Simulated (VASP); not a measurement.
A run of VASP 6.6.1 is set up as follows.

The input INCAR:

```
SYSTEM = SrTa2O2
PREC = Accurate ; ENCUT = 600
EDIFF = 1E-7 ; ISMEAR = 0
SIGMA = 0.1 ; LREAL = .False.
LASPH = .True. ; NELM = 80
ALGO = Normal ; ISIF = 3
LWAVE = .False. ; LCHARG = .False.
GGA = PE ; IBRION = 2
NSW = 90 ; EDIFFG = -0.04
```

KPOINTS

```
regular mesh
0
Gamma
  4 4 4
  0 0 0
```

Contents of POSCAR:

```
SrTa2O2
1.0
   -2.7365454400      2.7365454400      2.8722197900
    2.7365454400     -2.7365454400      2.8722197900
    2.7365454400      2.7365454400     -2.8722197900
Sr Ta O
1 2 2
Direct
    0.0000000000      0.0000000000      0.0000000000
    0.5000000000      0.0000000000      0.5000000000
    0.0000000000      0.5000000000      0.5000000000
    0.6455033900      0.6455033900      0.0000000000
    0.3544966100      0.3544966100      0.0000000000
```

Potentials or basis: VASP PAW PBE potentials, release 64 (Sr_sv, Ta_pv, O).

Run with:

```console
$ cat potpaw_PBE.64/Sr_sv/POTCAR potpaw_PBE.64/Ta_pv/POTCAR potpaw_PBE.64/O/POTCAR > POTCAR
$ mpirun -np 1 vasp_std > vasp.out
```

(1) What does it give for the relaxed cell?

(2) Predict the space group after relaxing (to 0.1 Å).

Results:

(1) a = 5.137 Å, b = 5.137 Å, c = 5.137 Å, α = 107.74°, β = 107.74°, γ = 112.99°.

(2) I4/mmm (No. 139).

Caveat: the k points lie up to 0.38 Å⁻¹ apart in the final cell.
